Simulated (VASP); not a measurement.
# Os (P6_3/mmc) in VASP: notebook

Aim: see how the results for Os move with the level of theory and the settings. Levels: PBE, LDA. Tasks: relaxation of cell and atoms, single point.

All numbers are computed with VASP 6.6.1; they aren't measurements. Logs are shortened: lines on timing, memory, paths and dates and some standing lists are left out, and cuts for length are marked.

**1. The cell of the first run**

Symmetry: P6_3/mmc, No. 194, hexagonal system. Conventional cell: a = 2.658 Å, b = 2.658 Å, c = 4.307 Å, α = 90.00°, β = 90.00°, γ = 120.00°. Within 3.5 Å of Os (site symmetry -6m2) lie 12 Os at 2.64 to 2.66 Å.

**2. Relaxation of cell and atoms, PBE**

INCAR reads:

```
SYSTEM = Os
  ALGO = Normal
  EDIFF = 1E-6
  EDIFFG = -0.005
  ENCUT = 600
  GGA = PE
  IBRION = 2
  ISIF = 3
  ISMEAR = -1
  LASPH = .TRUE.
  LCHARG = .FALSE.
  LREAL = .FALSE.
  LWAVE = .FALSE.
  NELM = 100
  NSW = 100
  PREC = Accurate
  SIGMA = 0.03
```

KPOINTS reads:

```
k-points
0
G
  16 16 9
  0 0 0
```

POSCAR reads:

```
Os
1.0
    2.6584457015      0.0000000000      0.0000000000
   -1.3292228508      2.3022815121      0.0000000000
    0.0000000000      0.0000000000      4.3066820365
Os
2
Direct
    0.3333333333      0.6666666667      0.2500000000
    0.6666666667      0.3333333333      0.7500000000
```

Potentials or basis: VASP PAW PBE potentials, release 64 (Os).

Launch:

```console
cat potpaw_PBE.64/Os/POTCAR > POTCAR
mpirun -np 1 vasp_std > vasp.out
```

OUTCAR:

```text
SYSTEM = Os
   EDIFF = 1E-6
   EDIFFG = -0.005
   ENCUT = 600
   GGA = PE
   IBRION = 2
   ISIF = 3
   ISMEAR = -1
   LASPH = .TRUE.
   LREAL = .FALSE.
   NELM = 100
   NSW = 100
   PREC = Accurate

 ion  position               nearest neighbor table
   1  0.333  0.667  0.250-   2 2.64   2 2.64   2 2.64   2 2.64   2 2.64   2 2.64
   2  0.667  0.333  0.750-   1 2.64   1 2.64   1 2.64   1 2.64   1 2.64   1 2.64

  LATTYP: Found a hexagonal cell.
 ALAT       =     2.6584457015
 C/A-ratio  =     1.6200000000

  Lattice vectors:

 A1 = (   2.6584457015,   0.0000000000,   0.0000000000)
 A2 = (  -1.3292228508,   2.3022815121,   0.0000000000)
 A3 = (   0.0000000000,   0.0000000000,   4.3066820365)

Analysis of symmetry for initial positions (statically):
=====================================================================
 Subroutine PRICEL returns:
 Original cell was already a primitive cell.

 Routine SETGRP: Setting up the symmetry group for a
 hexagonal supercell.

 Subroutine GETGRP returns: Found 24 space group operations
 (whereof 12 operations were pure point group operations)
 out of a pool of 24 trial point group operations.

The static configuration has the point symmetry D_3d.
 The point group associated with its full space group is D_6h.

Analysis of symmetry for dynamics (positions and initial velocities):
=====================================================================
 Subroutine PRICEL returns:
 Original cell was already a primitive cell.

 Routine SETGRP: Setting up the symmetry group for a
 hexagonal supercell.

 Subroutine GETGRP returns: Found 24 space group operations
 (whereof 12 operations were pure point group operations)
 out of a pool of 24 trial point group operations.

The dynamic configuration has the point symmetry D_3d.
 The point group associated with its full space group is D_6h.

 Subroutine INISYM returns: Found 24 space group operations
 (whereof 12 operations are pure point group operations),
 and found     1 'primitive' translations

----------------------------------------------------------------------------------------

                                     Primitive cell

  volume of cell :      26.3590

  direct lattice vectors                    reciprocal lattice vectors
     2.658445701  0.000000000  0.000000000     0.376159648  0.217175874  0.000000000
    -1.329222851  2.302281512  0.000000000     0.000000000  0.434351748  0.000000000
     0.000000000  0.000000000  4.306682036     0.000000000  0.000000000  0.232197314

  length of vectors
     2.658445701  2.658445702  4.306682036     0.434351748  0.434351748  0.232197314

  position of ions in fractional coordinates (direct lattice)
     0.333333333  0.666666667  0.250000000
     0.666666667  0.333333333  0.750000000

  ion indices of the primitive-cell ions
   primitive index   ion index
                 1           1
                 2           2

----------------------------------------------------------------------------------------

 KPOINTS: k-points

Automatic generation of k-mesh.
 Grid dimensions read from file:
 generate k-points for:   16   16    9

 Generating k-lattice:

  Cartesian coordinates                     Fractional coordinates (reciprocal lattice)
     0.023509978  0.013573492  0.000000000     0.062500000  0.000000000  0.000000000
     0.000000000  0.027146984  0.000000000     0.000000000  0.062500000  0.000000000
     0.000000000  0.000000000  0.025799702     0.000000000  0.000000000  0.111111111

  Length of vectors
     0.027146984  0.027146984  0.025799702

  Shift w.r.t. Gamma in fractional coordinates (k-lattice)
     0.000000000  0.000000000  0.000000000

 Subroutine IBZKPT returns following result:
 ===========================================

 Found    150 irreducible k-points:

 Following reciprocal coordinates:
            Coordinates               Weight
  0.000000  0.000000  0.000000      1.000000
  0.062500 -0.000000  0.000000      6.000000
  0.125000 -0.000000  0.000000      6.000000
  0.187500 -0.000000  0.000000      6.000000
  0.250000 -0.000000  0.000000      6.000000
  0.312500  0.000000  0.000000      6.000000
[... 16 lines left out ...]
  0.187500  0.187500  0.000000      6.000000
  0.250000  0.187500  0.000000     12.000000
 [... further k-points ...]
   k-points           NKPTS =    150   k-points in BZ     NKDIM =    150   number of bands    NBANDS=     12
   number of dos      NEDOS =    301   number of ions     NIONS =      2
   total plane-waves  NPLWV =  20736
   dimension x,y,z NGX =    24 NGY =   24 NGZ =   36
   dimension x,y,z NGXF=    48 NGYF=   48 NGZF=   72
   ions per type =               2
   NGX,Y,Z   is equivalent  to a cutoff of  15.01, 15.01, 13.90 a.u.
   NGXF,Y,Z  is equivalent  to a cutoff of  30.02, 30.02, 27.79 a.u.
 SYSTEM =  Os
   PREC   = accura    normal or accurate (medium, high low for compatibility)
   ISTART =      0    job   : 0-new  1-cont  2-samecut
   ICHARG =      2    charge: 1-file 2-atom 10-const
   ISPIN  =      1    spin polarized calculation?
   LNONCOLLINEAR =      F non collinear calculations
   LSORBIT =      F    spin-orbit coupling
   LASPH  =      T    aspherical Exc in radial PAW
   ENCUT  =  600.0 eV  44.10 Ry    6.64 a.u.   5.31  5.31  8.60*2*pi/ulx,y,z
   NELM   =    100;   NELMIN=  2; NELMDL= -5     # of ELM steps
   EDIFF  = 0.1E-05   stopping-criterion for ELM
   LREAL  =      F    real-space projection
   EDIFFG = -.5E-02   stopping-criterion for IOM
   NSW    =    100    number of steps for IOM
   IBRION =      2    ionic relax: 0-MD 1-quasi-New 2-CG
   NFREE  =      1    steps in history (QN), initial steepest desc. (CG)
   ISIF   =      3    stress and relaxation
   ISYM   =      2    0-nonsym 1-usesym 2-fastsym
   POTIM  = 0.5000    time-step for ionic-motion
   TEBEG  =    0.0;   TEEND  =   0.0 temperature during run
   PSTRESS=    0.0 pullay stress
   NELECT =      16.0000    total number of electrons
   NUPDOWN=      -1.0000    fix difference up-down
   EMIN   =  10.00;   EMAX   =-10.00  energy-range for DOS
   EFERMI =   0.00;   METHOD = LEGACY
   ISMEAR =    -1;   SIGMA  =   0.03  broadening in eV -4-tet -1-fermi 0-gaus
   EFERMI_NEDOS =   21; number of points for ismear=-14 and -15
   IALGO  =     38    algorithm
   IMIX   =      4    mixing-type and parameters
     AMIX     =   0.40;   BMIX     =  1.00
     AMIX_MAG =   1.60;   BMIX_MAG =  1.00
  volume/ion in A,a.u.               =      13.18        88.94
  Fermi-wavevector in a.u.,A,eV,Ry     =   1.386134  2.619413 26.141783  1.921367
  Thomas-Fermi vector in A             =   2.510478
   LORBIT       =      0    0 simple, 1 ext, 2 COOP (PROOUT), +10 PAW based schemes
   GGA     = PE    functional components
   LHFCALC =     F    Hartree Fock is set to
   AEXX    =    0.0000 exact exchange contribution
   IVDW    =     0    specifies the selected vdW correction
   LEPSILON=     F    determine dielectric tensor
   LRPA    =     F    only Hartree local field effects (RPA)
 conjugate gradient relaxation of ions
 non-spin polarized calculation
  energy-cutoff  :      600.00
  volume of cell :       26.36
 maximum number of plane-waves:       899
 NGX is ok and might be reduce to    24
   NGX = 11   NGY = 11   NGZ = 17

--------------------------------------- Ionic step        1  -------------------------------------------

 number of electron      16.0000000 magnetization

 Free energy of the ion-electron system (eV)
  ---------------------------------------------------
  ext. energy  EPLUGINS =         0.00000000
  ---------------------------------------------------
  free energy    TOTEN  =       -22.23621413 eV

  energy without entropy =      -22.23387284  energy(sigma->0) =      -22.23504349

 E-fermi :  10.4618     XC(G=0): -14.4051

 val. band max:       10.4521877308   @ k =   0.3750   0.1250   0.3333
 cond. band min:      10.4640607913   @ k =   0.1250   0.0625   0.3333
 fundamental gap:      0.0118730605
 Fermi energy:        10.4617762203

 k-point     1 :       0.0000    0.0000    0.0000
  band No.  band energies     occupation
      1      -1.0947      2.00000
      2       1.9875      2.00000
      3       7.0317      2.00000
      4       7.0978      2.00000
      5       7.0978      2.00000
      6       7.9512      2.00000
      7       7.9512      2.00000
      8       8.9573      2.00000
      9       8.9573      2.00000
     10      10.1454      1.99995
     11      12.2690      0.00000
     12      12.2690      0.00000
[... 331 lines left out ...]
 k-point    24 :       0.2500    0.1875    0.0000
  band No.  band energies     occupation
      1       3.3271      2.00000
      2       4.0050      2.00000
      3       4.1675      2.00000
      4       5.0854      2.00000
      5       6.4181      2.00000
      6       7.5578      2.00000
      7       7.8715      2.00000
      8      10.0473      2.00000
      9      12.1539      0.00000
     10      12.7114      0.00000
     11      13.6559      0.00000
     12      19.5691      0.00000

 [... further k-points ...]
[... 5 lines left out ...]
  --------------------------------------------------------------------------------------
  -------------------------------------------------------------------------------------
  Total        7.4798927      7.4798927      4.3423310     -0.0000000      0.0000000      0.0000000
  in kB      454.6497133    454.6497133    263.9395549     -0.0000000      0.0000000      0.0000000
  external PRESSURE =     391.0796605 kB  Pullay stress =       0.0000000 kB
[... 89 lines left out ...]
  FREE ENERGIE OF THE ION-ELECTRON SYSTEM (eV)
  ---------------------------------------------------
  free  energy   TOTEN  =       -22.4912240557 eV

  energy  without entropy=      -22.4885387263  energy(sigma->0) =      -22.48988139

[... ionic steps 4 to 8 ...]

--------------------------------------- Ionic step        9  -------------------------------------------

 number of electron      16.0000000 magnetization

------------------------ aborting loop because EDIFF is reached ----------------------------------------
[... 67 lines left out ...]
--------------------------------------- Ionic step       11  -------------------------------------------

 number of electron      16.0000000 magnetization

 Free energy of the ion-electron system (eV)
  ---------------------------------------------------
  ext. energy  EPLUGINS =         0.00000000
  ---------------------------------------------------
  free energy    TOTEN  =       -22.50622025 eV

  energy without entropy =      -22.50342183  energy(sigma->0) =      -22.50482104

 E-fermi :   9.1852     XC(G=0): -13.9430

 val. band max:        9.1779949360   @ k =   0.2500  -0.0000   0.3333
 cond. band min:       9.1895444559   @ k =   0.3750   0.1250   0.3333
 fundamental gap:      0.0115495198
 Fermi energy:         9.1852214746

 k-point     1 :       0.0000    0.0000    0.0000
  band No.  band energies     occupation
      1      -1.5949      2.00000
      2       1.5631      2.00000
      3       6.2014      2.00000
      4       6.2014      2.00000
      5       6.4556      2.00000
      6       7.0173      2.00000
      7       7.0173      2.00000
      8       7.6451      2.00000
      9       7.6451      2.00000
     10       9.2021      0.72583
     11      10.8067      0.00000
     12      10.8067      0.00000
[... 331 lines left out ...]
 k-point    24 :       0.2500    0.1875    0.0000
  band No.  band energies     occupation
      1       2.5049      2.00000
      2       3.4430      2.00000
      3       3.5196      2.00000
      4       4.3015      2.00000
      5       5.5872      2.00000
      6       6.7402      2.00000
      7       6.9037      2.00000
      8       9.0491      1.97885
      9      10.6228      0.00000
     10      11.3800      0.00000
     11      11.8522      0.00000
     12      17.6207      0.00000

 [... further k-points ...]
[... 5 lines left out ...]
  --------------------------------------------------------------------------------------
  -------------------------------------------------------------------------------------
  Total        0.0017268      0.0017268      0.0089472     -0.0000000     -0.0000000      0.0000000
  in kB        0.0969412      0.0969412      0.5022945     -0.0000000     -0.0000000      0.0000000
  external PRESSURE =       0.2320590 kB  Pullay stress =       0.0000000 kB
[... 17 lines left out ...]
  FREE ENERGIE OF THE ION-ELECTRON SYSTEM (eV)
  ---------------------------------------------------
  free  energy   TOTEN  =       -22.5062202538 eV

  energy  without entropy=      -22.5034218292  energy(sigma->0) =      -22.50482104

 reached required accuracy - stopping structural energy minimisation
```

Wall time 7.5 min (1 thread of Oxide Virtual Turin-like, shared host); peak memory 0.17 GiB.

What came out:

| Item | Value |
| --- | --- |
| Free energy | -22.5062 eV |
| Relaxed volume | 14.27 Å³/atom |
| Relaxed cell | a = 2.753 Å, b = 2.753 Å, c = 4.347 Å, α = 90.00°, β = 90.00°, γ = 120.00° |
| Space group after relaxing (to 0.05 Å) | P6_3/mmc (No. 194) |
| Energy gained by relaxing | 135.0 meV/atom |
| Ionic steps | 11 |
| Pressure after relaxing | 0.0 GPa |
| Band gap on the k mesh | zero (band 8 reaches 11.13 eV, above the bottom of band 9 at 7.42 eV) |

The path:
| step | energy change (eV) | largest force (eV/Å) | pressure (GPa) | volume (Å³) |
| --- | --- | --- | --- | --- |
| 1 | 0.0000 | 0.0000 | 39.11 | 26.36 |
| 2 | 2.8727 | 0.0000 | -57.66 | 40.58 |
| 3 | -0.2550 | 0.0000 | -6.88 | 29.04 |
| 4 | -0.2637 | 0.0000 | -1.68 | 28.65 |
| 5 | -0.2639 | 0.0000 | -0.87 | 28.59 |
| 6 | -0.2589 | 0.0000 | 1.96 | 28.44 |
| 7 | -0.2700 | 0.0000 | 0.16 | 28.53 |
| 8 | -0.2700 | 0.0000 | 0.18 | 28.53 |
| 9 | -0.2699 | 0.0000 | -0.48 | 28.57 |
| 10 | -0.2700 | 0.0000 | 0.03 | 28.54 |
| 11 | -0.2700 | 0.0000 | 0.02 | 28.54 |

Final structure:
```xyz
2
Lattice="2.7533 0.0000 0.0000 -1.3766 2.3844 0.0000 0.0000 0.0000 4.3472" Properties=species:S:1:pos:R:3 pbc="T T T"
Os    0.0000    1.5896    1.0868
Os    1.3766    0.7948    3.2604
```

Caveat: spin-orbit coupling is left out, which moves the levels of the heavy elements.

(Part 1 of 2 ends here.)
